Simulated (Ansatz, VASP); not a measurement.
# Two plane-wave programs on As

```
CELL_PARAMETERS angstrom
-1.68099 1.68099 1.68099
1.68099 -1.68099 1.68099
1.68099 1.68099 -1.68099
ATOMIC_POSITIONS crystal
As 0.00000 0.00000 0.00000
```

Alike in both runs: task relaxation of cell and atoms; functional PBE; k mesh 17 × 17 × 17; occupations fermi-dirac, width 0.05 eV; non-collinear spin, spin-orbit coupling.

|  | VASP | Ansatz |
| --- | --- | --- |
| version | VASP 6.6.1 | Ansatz 0.2.0 |
| potentials or method | VASP PAW PBE potentials, release 64 (As) | PAW with Ansatz's default frozen-core files, fully relativistic files with spin-orbit coupling |
| plane-wave cutoff (eV) | 600 | 420 |
| valence electrons in the cell | 5 | 15 |

```tsv
	VASP	Ansatz	Ansatz less VASP
net moment per atom (μB)	0.00	0.00	0.000
relaxed volume (Å³/atom)	19.11	19.10	-0.016
relaxed cell length with the largest relative difference (Å)	2.917	2.917	-0.0008
```

VASP's potentials hold 5 valence electrons a cell and Ansatz's 15, so a difference there can come from the potentials and not from the codes.
